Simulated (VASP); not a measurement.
TiPd, 2 atoms in the cell. Symmetry: P4/mmm, No. 123, tetragonal system. Conventional cell: a = 3.085 Å, b = 3.085 Å, c = 3.275 Å, α = 90.00°, β = 90.00°, γ = 90.00°. Ti (site symmetry 4/mmm) has 8 Pd at 2.73 Å and 6 Ti at 3.08 to 3.28 Å within 3.6 Å. Within 3.6 Å of Pd (site symmetry 4/mmm) lie 8 Ti at 2.73 Å and 6 Pd at 3.08 to 3.28 Å.  This cell differs from its parent crystal: strain -0.030 along x and y, +0.030 along z.

| Item | Value |
| --- | --- |
| Program | VASP 6.6.1 |
| Task | single point |
| Functional | PBEsol |
| Potentials or basis | VASP PAW PBE potentials, release 64 (Ti_sv, Pd) |
| Cutoff | 520 eV |
| k mesh | 16 × 16 × 16 |
| Occupations | gaussian, width 0.15 eV |
| Spin | no spin polarisation |
| Dipole correction | no |
| Further INCAR settings | ALGO = Fast; EDIFF = 1e-06; NBANDS = 18 |

Potentials or basis: VASP PAW PBE potentials, release 64 (Ti_sv, Pd).

The run is started by

```sh
$ cat potpaw_PBE.64/Ti_sv/POTCAR potpaw_PBE.64/Pd/POTCAR > POTCAR
$ mpirun -np 1 vasp_std > vasp.out
```

Hardware: 1 thread of Intel(R) Xeon(R) Platinum 8559C (Emerald Rapids) (shared host).

How long does it take, and how much memory?

Run time: 2.3 min on 1 thread of Intel(R) Xeon(R) Platinum 8559C (Emerald Rapids), with other jobs on the host, peak memory 0.34 GiB. Counts: scf iterations 27, k points 405.
